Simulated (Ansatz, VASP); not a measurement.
Two plane-wave programs on La

```
CELL_PARAMETERS angstrom
3.75000 0.00000 0.00000
-1.87500 3.24760 0.00000
0.00000 0.00000 6.07000
ATOMIC_POSITIONS crystal
La 0.33333 0.66667 0.25000
La 0.66667 0.33333 0.75000
```

Alike in both runs: task single point; functional PBEsol; k mesh 6 × 6 × 4; occupations gaussian, width 0.1 eV; no spin polarisation.

|  | VASP | Ansatz |
| --- | --- | --- |
| version | VASP 6.6.1 | Ansatz 0.2.0 |
| potentials or method | VASP PAW PBE potentials, release 64 (La), cutoff 520 eV | scalar-relativistic, plane waves, PAW |
| valence electrons in the cell | 22 | 22 |

```csv
,VASP,Ansatz,Ansatz less VASP
gap on the k mesh at the Fermi level (eV),none,none,-
pressure (GPa),-1.5,-1.6,-0.03
"traceless stress, the component that is largest in VASP (GPa)",0.25,0.22,-0.028
```

VASP's potentials were made for PBE, not for PBEsol. A gap of «none» marks a metal or a gap that the smearing closes.

Neither program's run includes spin-orbit coupling.
